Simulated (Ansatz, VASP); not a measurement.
Two plane-wave programs on RhCl4

The input INCAR:

```
ALGO = Normal
EDIFF = 1E-6
EDIFFG = -0.08
ENCUT = 600
GGA = PE
IBRION = 2
ISIF = 3
ISMEAR = 0
ISPIN = 2
LASPH = T
LCHARG = F
LMAXMIX = 4
LORBIT = 11
LREAL = F
LWAVE = F
MAGMOM = 1 0 0 0 0
NELM = 150
NSW = 36
PREC = Accurate
SIGMA = 0.15
```

KPOINTS

```
k-points
0
Gamma
  3 3 3
```

POSCAR

```
RhCl4
1.0
   -2.5151484700      2.5151484700      4.7555075400
    2.5151484700     -2.5151484700      4.7555075400
    2.5151484700      2.5151484700     -4.7555075400
Rh Cl
1 4
Direct
    0.0000000000      0.0000000000      0.0000000000
    0.2450000000      0.2450000000      0.0000000000
    0.7550000000      0.7550000000      0.0000000000
    0.5000000000      0.0000000000      0.5000000000
    0.0000000000      0.5000000000      0.5000000000
```

Input for Ansatz:

```yaml
crystal:
  lattice:
    - [-2.51514847, 2.51514847, 4.75550754]
    - [2.51514847, -2.51514847, 4.75550754]
    - [2.51514847, 2.51514847, -4.75550754]
  atoms:
    - { symbol: Rh, position: [0.0, 0.0, 0.0], spin: 1.0 }
    - { symbol: Cl, position: [0.245, 0.245, 0.0] }
    - { symbol: Cl, position: [0.755, 0.755, 0.0] }
    - { symbol: Cl, position: [0.5, 0.0, 0.5] }
    - { symbol: Cl, position: [0.0, 0.5, 0.5] }
basis:
  ecutwfc: 420
kpoints:
  mp_grid: { grid: [3, 3, 3] }
hamiltonian:
  xc: pbe
scf:
  occupations: { method: gaussian, width: 0.15 }
  lower_state_search: "off"
output:
  forces: true
  stress: true
  eigenvalues: true
  populations: true
magnetization:
  spin_polarized: true
relax:
  adjacent_minimum: "off"
  f_tol: 0.08
  max_steps: 16
  cell: { stress_tol: 0.8 }
```

Change from the starting cell: species swapped into the PbF4 type (I4/mmm, No. 139).

Alike in both runs: task relaxation of cell and atoms; functional PBE; k mesh 3 × 3 × 3; occupations gaussian, width 0.15 eV; collinear spin.

|  | VASP | Ansatz |
| --- | --- | --- |
| version | VASP 6.6.1 | Ansatz 0.2.0 |
| potentials or method | VASP PAW PBE potentials, release 64 (Rh_pv, Cl), cutoff 600 eV | scalar-relativistic, plane waves, PAW |
| valence electrons in the cell | 43 | 45 |

Ansatz gave:

- gap on the k mesh at the Fermi level, each at its own relaxed structure (eV): none
- net moment per atom (μB): 0.42
- size of the moment on the site where the two differ most (μB): 0.93
- relaxed volume (Å³/atom): 25.49
- relaxed cell length with the largest relative difference (Å): 6.335

**Question.** Which values does VASP return?

**Answer.** gap on the k mesh at the Fermi level, each at its own relaxed structure (eV): none; net moment per atom (μB): 0.42; size of the moment on the site where the two differ most (μB): 1.06; relaxed volume (Å³/atom): 26.37; relaxed cell length with the largest relative difference (Å): 6.500.

Site moments also hang on the region over which each program counts them. A gap of «none» marks a metal or a gap that the smearing closes. VASP's potentials hold 43 valence electrons a cell and Ansatz's 45, so a difference there can come from the potentials and not from the codes.

The k mesh is coarse, so the values compare programs but aren't converged.
